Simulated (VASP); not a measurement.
A run of VASP 6.6.1:

The input INCAR:

```
SYSTEM = LiF
PREC = Accurate
ENCUT = 520
EDIFF = 1E-6
ISMEAR = -1
SIGMA = 0.05
LREAL = .FALSE.
LASPH = .TRUE.
NELM = 60
ALGO = Normal
ISIF = 2
LWAVE = .FALSE.
LCHARG = .FALSE.
GGA = PS
NBANDS = 12
```

Contents of KPOINTS:

```
Automatic mesh
0
G
  10 10 10
  0 0 0
```

POSCAR

```
LiF
1.0
    2.3725097783      0.0000000000      0.0000000000
    0.0000000000      2.3725097783      0.0000000000
    0.0000000000      0.0000000000      2.3725097783
F Li
1 1
Direct
    0.5000000000      0.5000000000      0.5000000000
    0.0000000000      0.0000000000      0.0000000000
```

Potentials or basis: VASP PAW PBE potentials, release 64 (F, Li_sv).

Command:

```console
$ cat potpaw_PBE.64/F/POTCAR potpaw_PBE.64/Li_sv/POTCAR > POTCAR
$ mpirun -np 1 vasp_std > vasp.out
```

Hardware: 1 thread of AMD EPYC 7R43 64-Core Processor (Zen 3), on a shared host.

Task: How long does it take, and how much memory?

Result: Wall time 6.2 s on 1 thread of AMD EPYC 7R43 64-Core Processor (Zen 3), with other jobs on the host, peak memory 0.08 GiB. Counts: scf iterations 11, k points 56.
